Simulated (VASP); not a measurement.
Here is a VASP 6.6.1 calculation.

File INCAR:

```
ALGO = Normal
EDIFF = 1E-6
EDIFFG = -0.01
ENCUT = 600
GGA = PS
IBRION = 2
ISIF = 3
ISMEAR = 1
LASPH = True
LCHARG = False
LREAL = False
LWAVE = False
NELM = 60
NSW = 80
PREC = Accurate
PSTRESS = 50.0
SIGMA = 0.2
```

The input KPOINTS:

```
k-points
0
Gamma
  9 9 9
```

Contents of POSCAR:

```
TiN
1.0
    0.0000000000      2.1190000000      2.1190000000
    2.1190000000      0.0000000000      2.1190000000
    2.1190000000      2.1190000000      0.0000000000
Ti N
1 1
Direct
    0.0000000000      0.0000000000      0.0000000000
    0.5000000000      0.5000000000      0.5000000000
```

Potentials or basis: VASP PAW PBE potentials, release 64 (Ti_sv, N).

The run is started by

```console
$ cat potpaw_PBE.64/Ti_sv/POTCAR potpaw_PBE.64/N/POTCAR > POTCAR
$ mpirun -np 1 vasp_std > vasp.out
```

**Question.** Estimate the relaxed cell.

**Answer.** a = 2.958 Å, b = 2.958 Å, c = 2.958 Å, α = 60.00°, β = 60.00°, γ = 60.00°.

**Question.** Predict the relaxed volume.

**Answer.** 9.15 Å³/atom.

Final structure:
```xyz
2
Lattice="0.0000 2.0913 2.0913 2.0913 0.0000 2.0913 2.0913 2.0913 0.0000" Properties=species:S:1:pos:R:3 pbc="T T T"
Ti    4.1827    4.1827    4.1827
N     2.0913    2.0913    2.0913
```

Caveat: the cell is relaxed towards a set pressure, so the enthalpy falls and the energy may rise; the PAW data sets were made with another functional, which shifts forces and pressure a little.
